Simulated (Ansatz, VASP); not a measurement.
# CuSb in VASP and in Ansatz

Contents of POSCAR:

```
CuSb
1.0
    0.0000000000      2.6548985363      2.6548985363
    2.6548985363      0.0000000000      2.6548985363
    2.6548985363      2.6548985363      0.0000000000
Cu Sb
1 1
Direct
    0.5000000000      0.5000000000      0.5000000000
    0.0000000000      0.0000000000      0.0000000000
```

Contents of INCAR.step1:

```
PREC = Accurate ; ENCUT = 520
ISMEAR = 0 ; SIGMA = 0.05
LREAL = F ; LASPH = T
NELM = 100 ; NBANDS = 15
GGA = PE ; ALGO = Normal
EDIFF = 1E-4 ; LWAVE = T
LCHARG = F
```

The input INCAR.step2:

```
PREC = Accurate ; ENCUT = 520
EDIFF = 1E-6 ; ISMEAR = 0
SIGMA = 0.05 ; LREAL = F
LASPH = T ; NELM = 100
ALGO = Normal ; ISIF = 2
LWAVE = F ; LCHARG = T
METAGGA = R2SCAN ; LMIXTAU = T
LELF = T ; LVHAR = T
NBANDS = 15 ; ISTART = 1
```

KPOINTS

```
regular mesh
0
Gamma
  12 12 12
```

Input for Ansatz:

```yaml
crystal:
  lattice:
    - [0.0, 2.6548985363, 2.6548985363]
    - [2.6548985363, 0.0, 2.6548985363]
    - [2.6548985363, 2.6548985363, 0.0]
  atoms:
    - { symbol: Cu, position: [0.5, 0.5, 0.5] }
    - { symbol: Sb, position: [0.0, 0.0, 0.0] }
basis:
  ecutwfc: 500
  ecutrho_ratio: 4
kpoints:
  mp_grid: { grid: [12, 12, 12] }
hamiltonian:
  xc: r2scan
scf:
  occupations: { method: gaussian, width: 0.05 }
output:
  forces: true
  stress: true
  eigenvalues: true
```

Alike in both runs: task single point; functional r2SCAN; k mesh 12 × 12 × 12; occupations gaussian, width 0.05 eV; no spin polarisation.

|  | VASP | Ansatz |
| --- | --- | --- |
| version | VASP 6.6.1 | Ansatz 0.2.0 |
| potentials or method | VASP PAW PBE potentials, release 64 (Cu, Sb), cutoff 520 eV | scalar-relativistic, plane waves, PAW |
| valence electrons in the cell | 16 | 34 |

Ansatz gave:

- gap on the k mesh at the Fermi level (eV): none
- pressure (GPa): 3.9

**Question.** Estimate VASP's values.

**Answer.** gap on the k mesh at the Fermi level (eV): none; pressure (GPa): 4.0.

VASP's potentials were made for PBE, not for r2SCAN. A gap of «none» marks a metal or a gap that the smearing closes. VASP's potentials hold 16 valence electrons a cell and Ansatz's 34, so a difference there can come from the potentials and not from the codes.

Neither program's run includes spin-orbit coupling.
